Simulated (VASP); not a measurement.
# Fe (Fd-3m) in VASP: single point with RPBE

Aim: the single point of Fe with RPBE.

Program: VASP 6.6.1. These are calculated values, not measurements. Logs are shortened: lines on timing, memory, paths and dates and some standing lists are left out, and cuts for length are marked.

## (1) The cell of the first run

It takes space group Fd-3m (No. 227, cubic). Conventional cell: a = 4.917 Å, b = 4.917 Å, c = 4.917 Å, α = 90.00°, β = 90.00°, γ = 90.00°. Fe (site symmetry -43m) has 4 Fe at 2.13 Å within 2.8 Å.

This isn't the form of Fe at room conditions, which is bcc.

## (2) Single point, RPBE (14.86 Å³/atom)

Input file INCAR:

```
PREC = Accurate ; ENCUT = 690
EDIFF = 1E-6 ; ISMEAR = -1
SIGMA = 0.1 ; LREAL = False
LASPH = True ; NELM = 120
ALGO = Normal ; ISIF = 2
LWAVE = False ; LCHARG = False
GGA = RP ; NBANDS = 23
GGA_COMPAT = False
```

Input file KPOINTS:

```
Automatic mesh
0
Gamma
  12 12 12
```

Input file POSCAR:

```
Fe
1.0
    0.0000000000      2.4583365409      2.4583365409
    2.4583365409      0.0000000000      2.4583365409
    2.4583365409      2.4583365409      0.0000000000
Fe
2
Direct
    0.1250000000      0.1250000000      0.1250000000
    0.8750000000      0.8750000000      0.8750000000
```

Potentials or basis: VASP PAW PBE potentials, release 64 (Fe_sv).

Started as:

```
$ cat potpaw_PBE.64/Fe_sv/POTCAR > POTCAR
$ mpirun -np 1 vasp_std > vasp.out
```

OUTCAR:

```text
PREC = Accurate
   ENCUT = 690
   EDIFF = 1E-6
   ISMEAR = -1
   LREAL = False
   LASPH = True
   NELM = 120
   ISIF = 2
   GGA = RP

 ion  position               nearest neighbor table
   1  0.125  0.125  0.125-   2 2.13   2 2.13   2 2.13   2 2.13
   2  0.875  0.875  0.875-   1 2.13   1 2.13   1 2.13   1 2.13

  LATTYP: Found a face centered cubic cell.
 ALAT       =     4.9166730818

  Lattice vectors:

 A1 = (   0.0000000000,   2.4583365409,   2.4583365409)
 A2 = (   2.4583365409,   0.0000000000,   2.4583365409)
 A3 = (   2.4583365409,   2.4583365409,   0.0000000000)

Analysis of symmetry for initial positions (statically):
=====================================================================
 Subroutine PRICEL returns:
 Original cell was already a primitive cell.

 Routine SETGRP: Setting up the symmetry group for a
 face centered cubic supercell.

 Subroutine GETGRP returns: Found 48 space group operations
 (whereof 12 operations were pure point group operations)
 out of a pool of 48 trial point group operations.

The static configuration has the point symmetry D_3d.
 The point group associated with its full space group is O_h .

Analysis of symmetry for dynamics (positions and initial velocities):
=====================================================================
 Subroutine PRICEL returns:
 Original cell was already a primitive cell.

 Routine SETGRP: Setting up the symmetry group for a
 face centered cubic supercell.

 Subroutine GETGRP returns: Found 48 space group operations
 (whereof 12 operations were pure point group operations)
 out of a pool of 48 trial point group operations.

The dynamic configuration has the point symmetry D_3d.
 The point group associated with its full space group is O_h .

 Subroutine INISYM returns: Found 48 space group operations
 (whereof 12 operations are pure point group operations),
 and found     1 'primitive' translations

----------------------------------------------------------------------------------------

                                     Primitive cell

  volume of cell :      29.7135

  direct lattice vectors                    reciprocal lattice vectors
     0.000000000  2.458336541  2.458336541    -0.203389565  0.203389565  0.203389565
     2.458336541  0.000000000  2.458336541     0.203389565 -0.203389565  0.203389565
     2.458336541  2.458336541  0.000000000     0.203389565  0.203389565 -0.203389565

  length of vectors
     3.476612877  3.476612877  3.476612877     0.352281061  0.352281061  0.352281061

  position of ions in fractional coordinates (direct lattice)
     0.125000000  0.125000000  0.125000000
     0.875000000  0.875000000  0.875000000

  ion indices of the primitive-cell ions
   primitive index   ion index
                 1           1
                 2           2

----------------------------------------------------------------------------------------

 KPOINTS: Automatic mesh

Automatic generation of k-mesh.
 Grid dimensions read from file:
 generate k-points for:   12   12   12

 Generating k-lattice:

  Cartesian coordinates                     Fractional coordinates (reciprocal lattice)
    -0.016949130  0.016949130  0.016949130     0.083333333  0.000000000  0.000000000
     0.016949130 -0.016949130  0.016949130     0.000000000  0.083333333  0.000000000
     0.016949130  0.016949130 -0.016949130     0.000000000  0.000000000  0.083333333

  Length of vectors
     0.029356755  0.029356755  0.029356755

  Shift w.r.t. Gamma in fractional coordinates (k-lattice)
     0.000000000  0.000000000  0.000000000

 Subroutine IBZKPT returns following result:
 ===========================================

 Found     72 irreducible k-points:

 Following reciprocal coordinates:
            Coordinates               Weight
  0.000000  0.000000  0.000000      1.000000
  0.083333  0.000000  0.000000      8.000000
  0.166667  0.000000  0.000000      8.000000
  0.250000  0.000000  0.000000      8.000000
  0.333333  0.000000  0.000000      8.000000
  0.416667  0.000000  0.000000      8.000000
[... 16 lines left out ...]
  0.500000  0.166667  0.000000     24.000000
 -0.416667  0.166667  0.000000     24.000000
 [... further k-points ...]
   k-points           NKPTS =     72   k-points in BZ     NKDIM =     72   number of bands    NBANDS=     23
   number of dos      NEDOS =    301   number of ions     NIONS =      2
   total plane-waves  NPLWV =  27000
   dimension x,y,z NGX =    30 NGY =   30 NGZ =   30
   dimension x,y,z NGXF=    60 NGYF=   60 NGZF=   60
   ions per type =               2
   NGX,Y,Z   is equivalent  to a cutoff of  14.35, 14.35, 14.35 a.u.
   NGXF,Y,Z  is equivalent  to a cutoff of  28.69, 28.69, 28.69 a.u.
 SYSTEM =  unknown system
   PREC   = accura    normal or accurate (medium, high low for compatibility)
   ISTART =      0    job   : 0-new  1-cont  2-samecut
   ICHARG =      2    charge: 1-file 2-atom 10-const
   ISPIN  =      1    spin polarized calculation?
   LNONCOLLINEAR =      F non collinear calculations
   LSORBIT =      F    spin-orbit coupling
   LASPH  =      T    aspherical Exc in radial PAW
   ENCUT  =  690.0 eV  50.71 Ry    7.12 a.u.   7.45  7.45  7.45*2*pi/ulx,y,z
   NELM   =    120;   NELMIN=  2; NELMDL= -5     # of ELM steps
   EDIFF  = 0.1E-05   stopping-criterion for ELM
   LREAL  =      F    real-space projection
   EDIFFG = 0.1E-04   stopping-criterion for IOM
   NSW    =      0    number of steps for IOM
   IBRION =     -1    ionic relax: 0-MD 1-quasi-New 2-CG
   NFREE  =      0    steps in history (QN), initial steepest desc. (CG)
   ISIF   =      2    stress and relaxation
   ISYM   =      2    0-nonsym 1-usesym 2-fastsym
   POTIM  = 0.5000    time-step for ionic-motion
   TEBEG  =    0.0;   TEEND  =   0.0 temperature during run
   PSTRESS=    0.0 pullay stress
   NELECT =      32.0000    total number of electrons
   NUPDOWN=      -1.0000    fix difference up-down
   EMIN   =  10.00;   EMAX   =-10.00  energy-range for DOS
   EFERMI =   0.00;   METHOD = LEGACY
   ISMEAR =    -1;   SIGMA  =   0.10  broadening in eV -4-tet -1-fermi 0-gaus
   EFERMI_NEDOS =   21; number of points for ismear=-14 and -15
   IALGO  =     38    algorithm
   IMIX   =      4    mixing-type and parameters
     AMIX     =   0.40;   BMIX     =  1.00
     AMIX_MAG =   1.60;   BMIX_MAG =  1.00
  volume/ion in A,a.u.               =      14.86       100.26
  Fermi-wavevector in a.u.,A,eV,Ry     =   1.678057  3.171069 38.312329  2.815877
  Thomas-Fermi vector in A             =   2.762214
   LORBIT       =      0    0 simple, 1 ext, 2 COOP (PROOUT), +10 PAW based schemes
   GGA     = RP    functional components
   LHFCALC =     F    Hartree Fock is set to
   AEXX    =    0.0000 exact exchange contribution
   IVDW    =     0    specifies the selected vdW correction
   LEPSILON=     F    determine dielectric tensor
   LRPA    =     F    only Hartree local field effects (RPA)
 non-spin polarized calculation
  energy-cutoff  :      690.00
  volume of cell :       29.71
 maximum number of plane-waves:      1245
 NGX is ok and might be reduce to    30
   NGX = 15   NGY = 15   NGZ = 15

 number of electron      32.0000028 magnetization

 Free energy of the ion-electron system (eV)
  ---------------------------------------------------
  ext. energy  EPLUGINS =         0.00000000
  ---------------------------------------------------
  free energy    TOTEN  =       -13.13257165 eV

  energy without entropy =      -13.04560277  energy(sigma->0) =      -13.08908721

 E-fermi :   8.3249     XC(G=0): -11.6972

 val. band max:        8.3216921739   @ k =   0.4167   0.3333   0.0000
 cond. band min:       8.3291129566   @ k =   0.4167   0.1667   0.0000
 fundamental gap:      0.0074207828
 Fermi energy:         8.3249318565

 k-point     1 :       0.0000    0.0000    0.0000
  band No.  band energies     occupation
      1     -78.8992      2.00000
      2     -78.5418      2.00000
      3     -45.0146      2.00000
      4     -45.0146      2.00000
      5     -45.0146      2.00000
      6     -44.4650      2.00000
[... 15 lines left out ...]
     22      22.2944      0.00000
     23      22.5198      0.00000

 k-point     2 :       0.0833    0.0000    0.0000
  band No.  band energies     occupation
      1     -78.8947      2.00000
      2     -78.5464      2.00000
      3     -45.0191      2.00000
      4     -45.0191      2.00000
      5     -45.0138      2.00000
      6     -44.4664      2.00000
[... 15 lines left out ...]
     22      21.3835      0.00000
     23      22.9265      0.00000

 k-point     3 :       0.1667    0.0000    0.0000
  band No.  band energies     occupation
      1     -78.8817      2.00000
      2     -78.5596      2.00000
      3     -45.0309      2.00000
      4     -45.0309      2.00000
      5     -45.0117      2.00000
      6     -44.4701      2.00000
[... 15 lines left out ...]
     22      20.5245      0.00000
     23      22.2604      0.00000

 k-point     4 :       0.2500    0.0000    0.0000
  band No.  band energies     occupation
      1     -78.8621      2.00000
      2     -78.5795      2.00000
      3     -45.0464      2.00000
      4     -45.0464      2.00000
      5     -45.0095      2.00000
      6     -44.4749      2.00000
[... 15 lines left out ...]
     22      19.8105      0.00000
     23      21.6306      0.00000

 k-point     5 :       0.3333    0.0000    0.0000
  band No.  band energies     occupation
      1     -78.8391      2.00000
      2     -78.6028      2.00000
      3     -45.0614      2.00000
      4     -45.0614      2.00000
      5     -45.0074      2.00000
      6     -44.4798      2.00000
[... 15 lines left out ...]
     22      19.2583      0.00000
     23      21.1621      0.00000

 k-point     6 :       0.4167    0.0000    0.0000
  band No.  band energies     occupation
      1     -78.8189      2.00000
      2     -78.6231      2.00000
      3     -45.0717      2.00000
      4     -45.0717      2.00000
      5     -45.0057      2.00000
      6     -44.4829      2.00000
[... 15 lines left out ...]
     22      18.9013      0.00000
     23      20.8820      0.00000

 k-point     7 :       0.5000    0.0000    0.0000
  band No.  band energies     occupation
      1     -78.8104      2.00000
      2     -78.6318      2.00000
      3     -45.0757      2.00000
      4     -45.0757      2.00000
      5     -45.0051      2.00000
      6     -44.4842      2.00000
[... 353 lines left out ...]
     22      19.4736      0.00000
     23      20.2910      0.00000

 k-point    21 :       0.3333    0.1667    0.0000
  band No.  band energies     occupation
      1     -78.8391      2.00000
      2     -78.6028      2.00000
      3     -45.0852      2.00000
      4     -45.0800      2.00000
      5     -44.9474      2.00000
      6     -44.5373      2.00000
[... 15 lines left out ...]
     22      18.1928      0.00000
     23      20.0620      0.00000

 k-point    22 :       0.4167    0.1667    0.0000
  band No.  band energies     occupation
      1     -78.8162      2.00000
      2     -78.6259      2.00000
      3     -45.1034      2.00000
      4     -45.0894      2.00000
      5     -44.9350      2.00000
      6     -44.5503      2.00000
[... 15 lines left out ...]
     22      17.1083      0.00000
     23      19.9384      0.00000

 k-point    23 :       0.5000    0.1667    0.0000
  band No.  band energies     occupation
      1     -78.7985      2.00000
      2     -78.6438      2.00000
      3     -45.1167      2.00000
      4     -45.0919      2.00000
      5     -44.9287      2.00000
      6     -44.5568      2.00000
[... 15 lines left out ...]
     22      16.9297      0.00000
     23      19.9555      0.00000

 k-point    24 :      -0.4167    0.1667    0.0000
  band No.  band energies     occupation
      1     -78.7959      2.00000
      2     -78.6464      2.00000
      3     -45.1216      2.00000
      4     -45.0870      2.00000
      5     -44.9311      2.00000
      6     -44.5541      2.00000
[... 15 lines left out ...]
     22      17.4806      0.00000
     23      20.1226      0.00000

 [... further k-points ...]

------------------------ aborting loop because EDIFF is reached ----------------------------------------

  FORCE on cell =-STRESS in cart. coord.  units (eV):
  Direction    XX          YY          ZZ          XY          YZ          ZX
  --------------------------------------------------------------------------------------
  -------------------------------------------------------------------------------------
  Total       -0.2213086     -0.2213086     -0.2213086      0.0000000     -0.0000000     -0.0000000
  in kB      -11.9331449    -11.9331449    -11.9331449      0.0000000     -0.0000000     -0.0000000
  external PRESSURE =     -11.9331449 kB  Pullay stress =       0.0000000 kB

 VOLUME and BASIS-vectors are now :
 -----------------------------------------------------------------------------
  energy-cutoff  :      690.00
  volume of cell :       29.71
      direct lattice vectors                 reciprocal lattice vectors
     0.000000000  2.458336541  2.458336541    -0.203389565  0.203389565  0.203389565
     2.458336541  0.000000000  2.458336541     0.203389565 -0.203389565  0.203389565
     2.458336541  2.458336541  0.000000000     0.203389565  0.203389565 -0.203389565

 POSITION                                       TOTAL-FORCE (eV/Angst)
 -----------------------------------------------------------------------------------
      0.61458      0.61458      0.61458        -0.000000     -0.000000     -0.000000
      4.30209      4.30209      4.30209         0.000000      0.000000      0.000000
 -----------------------------------------------------------------------------------
    total drift:                               -0.000000      0.000000      0.000000

  FREE ENERGIE OF THE ION-ELECTRON SYSTEM (eV)
  ---------------------------------------------------
  free  energy   TOTEN  =       -13.1325716544 eV

  energy  without entropy=      -13.0456027727  energy(sigma->0) =      -13.08908721
```

It took 2.3 min on 1 thread of Intel Xeon Platinum 8259CL at 2.50GHz (Skylake/Cascade Lake), shared host; peak memory 0.2 GiB.

What came out:

```yaml
Free_energy: -13.1326 eV
Pressure: -1.2 GPa
Band_gap_on_the_k_mesh: zero (bands 16 and 17 overlap by 0.64 eV)
```

Caveat: the PAW data sets were made with another functional, which shifts forces and pressure a little; the run has no spin polarisation, though such a crystal can be magnetic. Spin polarisation is off, so any magnetic state and its effect on volume and gap are missing.
